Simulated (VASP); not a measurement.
A run of VASP 6.6.1:

The input INCAR:

```
SYSTEM = Li2S
  PREC = Accurate
  ENCUT = 750
  EDIFF = 1E-6
  ISMEAR = 0
  SIGMA = 0.02
  LREAL = .FALSE.
  LASPH = .TRUE.
  NELM = 120
  ALGO = Normal
  ISIF = 2
  LWAVE = .FALSE.
  LCHARG = .TRUE.
  GGA = PE
  LELF = .TRUE.
  LVHAR = .TRUE.
  NBANDS = 13
  GGA_COMPAT = .FALSE.
```

File KPOINTS:

```
Automatic mesh
0
G
  8 8 8
  0 0 0
```

Contents of POSCAR:

```
Li2S
1.0
    0.0000000000      2.9087677353      2.9087677353
    2.9087677353      0.0000000000      2.9087677353
    2.9087677353      2.9087677353      0.0000000000
Li S
2 1
Direct
    0.2500000000      0.2500000000      0.2500000000
    0.7500000000      0.7500000000      0.7500000000
    0.0000000000      0.0000000000      0.0000000000
```

Potentials or basis: VASP PAW PBE potentials, release 64 (Li_sv, S).

Run with:

```bash
$ cat potpaw_PBE.64/Li_sv/POTCAR potpaw_PBE.64/S/POTCAR > POTCAR
$ mpirun -np 1 vasp_std > vasp.out
```

Hardware: 1 thread of AMD EPYC 7R43 64-Core Processor (Zen 3), with other jobs on the host.

Task: Estimate the wall time of this run.

Result: Wall time 72 s on 1 thread of AMD EPYC 7R43 64-Core Processor (Zen 3), on a shared host, peak memory 0.2 GiB. Counts: scf iterations 12, k points 29.
